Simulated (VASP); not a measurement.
A run of VASP 6.6.1:

Contents of INCAR:

```
PREC     = Accurate       # precision mode
ENCUT    = 520            # plane-wave cutoff, eV
EDIFF    = 1E-6           # SCF threshold, eV
ISMEAR   = 0              # smearing method
SIGMA    = 0.05           # smearing width, eV
LREAL    = False          # projectors in reciprocal space
LASPH    = True           # aspherical terms in the spheres
NELM     = 80             # most SCF steps
ALGO     = Normal         # electronic algorithm
ISIF     = 2              # what is computed and relaxed
LWAVE    = False          # write WAVECAR
LCHARG   = True           # write CHGCAR
GGA      = PS             # functional
LELF     = True           # ELF
LVHAR    = True         
NBANDS   = 22             # bands
```

Contents of KPOINTS:

```
regular mesh
0
Gamma
  10 10 10
```

The input POSCAR:

```
LuC
1.0
    2.9583176718      0.0000000000      0.0000000000
    0.0000000000      2.9583176718      0.0000000000
    0.0000000000      0.0000000000      2.9583176718
Lu C
1 1
Direct
    0.0000000000      0.0000000000      0.0000000000
    0.5000000000      0.5000000000      0.5000000000
```

Potentials or basis: VASP PAW PBE potentials, release 64 (Lu, C).

Launch:

```console
$ cat potpaw_PBE.64/Lu/POTCAR potpaw_PBE.64/C/POTCAR > POTCAR
$ mpirun -np 1 vasp_std > vasp.out
```

Hardware: 1 thread of AMD EPYC 7R43 64-Core Processor (Zen 3), with other jobs on the host.

**Question.** Estimate the wall time of this run.

**Answer.** Run time: 59 s on 1 thread of AMD EPYC 7R43 64-Core Processor (Zen 3), with other jobs on the host, peak memory 0.13 GiB. Counts: scf iterations 14, k points 56.
